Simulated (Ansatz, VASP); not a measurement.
B3As in VASP and in Ansatz

File INCAR:

```
SYSTEM = B3As
ALGO = Normal
EDIFF = 1E-6
EDIFFG = -0.04
ENCUT = 600
GGA = PE
IBRION = 2
ISIF = 3
ISMEAR = 0
LASPH = .TRUE.
LCHARG = .FALSE.
LREAL = .FALSE.
LWAVE = .FALSE.
NELM = 60
NSW = 90
PREC = Accurate
SIGMA = 0.1
```

Contents of KPOINTS:

```
k-points
0
G
  6 6 6
  0 0 0
```

POSCAR

```
B3As
1.0
    0.0000000000      3.0142193300      3.0142193300
    3.0142193300      0.0000000000      3.0142193300
    3.0142193300      3.0142193300      0.0000000000
B As
3 1
Direct
    0.2500000000      0.2500000000      0.2500000000
    0.7500000000      0.7500000000      0.7500000000
    0.5000000000      0.5000000000      0.5000000000
    0.0000000000      0.0000000000      0.0000000000
```

Input for Ansatz:

```yaml
crystal:
  lattice:
    - [0.0, 3.01421933, 3.01421933]
    - [3.01421933, 0.0, 3.01421933]
    - [3.01421933, 3.01421933, 0.0]
  atoms:
    - { symbol: B, position: [0.25, 0.25, 0.25] }
    - { symbol: B, position: [0.75, 0.75, 0.75] }
    - { symbol: B, position: [0.5, 0.5, 0.5] }
    - { symbol: As, position: [0.0, 0.0, 0.0] }
basis:
  ecutwfc: 420
kpoints:
  mp_grid: { grid: [6, 6, 6] }
hamiltonian:
  xc: pbe
scf:
  occupations: { method: gaussian, width: 0.1 }
  lower_state_search: "off"
output:
  forces: true
  stress: true
  eigenvalues: true
relax:
  adjacent_minimum: "off"
  f_tol: 0.04
  max_steps: 70
  cell: { stress_tol: 0.4 }
```

Alike in both runs: task relaxation of cell and atoms; functional PBE; k mesh 6 × 6 × 6; occupations gaussian, width 0.1 eV; no spin polarisation.

```csv
,VASP,Ansatz
version,VASP 6.6.1,Ansatz 0.2.0
potentials or method,"VASP PAW PBE potentials, release 64 (B, As), cutoff 600 eV","scalar-relativistic, plane waves, PAW"
valence electrons in the cell,14,24
```

|  | VASP | Ansatz | Ansatz less VASP |
| --- | --- | --- | --- |
| gap on the k mesh at the Fermi level, each at its own relaxed structure (eV) | none | none | - |
| relaxed volume (Å³/atom) | 9.72 | 9.65 | -0.062 |
| relaxed cell length with the largest relative difference (Å) | 3.802 | 3.794 | -0.0081 |

A gap of «none» marks a metal or a gap that the smearing closes. VASP's potentials hold 14 valence electrons a cell and Ansatz's 24, so a difference there can come from the potentials and not from the codes.

Noted on VASP's run: the volume moved by over 15 % at a fixed basis, so the end points are rough; too few bands were computed for a metal, which touches its energy and stress.
